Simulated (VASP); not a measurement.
Set up this calculation in VASP 6.6.1, as the native input.

```yaml
Task: single point
Functional: LDA
Potentials_or_basis: VASP PAW LDA potentials, release 64 (Ni, Si)
Cutoff: 520 eV
k_mesh: 5 × 5 × 5
Occupations: fermi-dirac, width 0.05 eV
Spin: collinear spin, ferromagnetic start
Starting_moments: "[1.0, 0.0, 0.0] μB"
Dipole_correction: no
Further_INCAR_settings: ALGO = Normal; EDIFF = 1e-06; NBANDS = 20
```

The structure of Si2Ni lies in POSCAR:

```
Si2Ni
1.0
    0.0000000000      2.7030000000      2.7030000000
    2.7030000000      0.0000000000      2.7030000000
    2.7030000000      2.7030000000      0.0000000000
Ni Si
1 2
Direct
    0.0000000000      0.0000000000      0.0000000000
    0.7500000000      0.7500000000      0.7500000000
    0.2500000000      0.2500000000      0.2500000000
```

The input as run:

INCAR

```
SYSTEM = Si2Ni
  ALGO = Normal
  EDIFF = 1E-6
  ENCUT = 520
  ISIF = 2
  ISMEAR = -1
  ISPIN = 2
  LASPH = .TRUE.
  LCHARG = .FALSE.
  LMAXMIX = 4
  LORBIT = 11
  LREAL = .FALSE.
  LWAVE = .FALSE.
  MAGMOM = 1 0 0
  NBANDS = 20
  NELM = 150
  PREC = Accurate
  SIGMA = 0.05
```

KPOINTS

```
k-points
0
G
  5 5 5
  0 0 0
```

Potentials or basis: VASP PAW LDA potentials, release 64 (Ni, Si).

Launch:

```console
$ cat potpaw_LDA.64/Ni/POTCAR potpaw_LDA.64/Si/POTCAR > POTCAR
$ mpirun -np 1 vasp_std > vasp.out
```

It gave:

```
Pressure                                              : -4.0 GPa
Band gap on the k mesh                                : zero (filled and empty bands overlap)
Net moment                                            : 0.00 μB per cell
Valence electrons inside the program's atomic spheres : Ni 9.83; Si 1.60
```

Caveat: the k points lie up to 0.40 Å⁻¹ apart.

Wall time 6.4 s on 1 thread of Intel(R) Xeon(R) 6975P-C (Granite Rapids) (shared host), peak memory 0.15 GiB.
